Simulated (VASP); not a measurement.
The system is GaSb.

```
Sb Ga
1.0
    -2.73495    2.73495    1.58003
     2.73495   -2.73495    1.58003
     2.73495    2.73495   -1.58003
Sb Ga
1 1
Direct
  0.00000 0.00000 0.00000
  0.75000 0.25000 0.50000
```

Base run:

```yaml
Program: VASP 6.6.1
Functional: PBEsol
Potentials_or_basis: VASP PAW PBE potentials, release 64 (Sb, Ga_d)
Cutoff: 520 eV
k_mesh: 10 × 10 × 10
Occupations: fermi-dirac, width 0.05 eV
Spin: no spin polarisation
```

Its results: band gap on the k mesh zero (bands 9 and 10 overlap by 4.59 eV); pressure -1.9 GPa.

**Question.** After a change of settings the same cell gave: band gap on the k mesh zero (bands 9 and 10 overlap by 4.55 eV); pressure -3.3 GPa. Which change was it?
A. functional from PBEsol to r2SCAN; further incar settings from ALGO = Normal; EDIFF = 1e-06; NBANDS = 16 to ALGO = Normal; EDIFF = 1e-07; NBANDS = 16
B. functional from PBEsol to PBE0; k mesh from 10 × 10 × 10 to 6 × 6 × 6
C. functional from PBEsol to LDA; potentials or basis from VASP PAW PBE potentials, release 64 (Sb, Ga_d) to VASP PAW LDA potentials, release 64 (Sb, Ga_d)

**Answer.** C.

Caveats: spin-orbit coupling is left out, which moves the levels of the heavy elements; the PAW data sets were made with another functional, which shifts forces and pressure a little (at least some runs); the cell stands under tension (at least some runs).
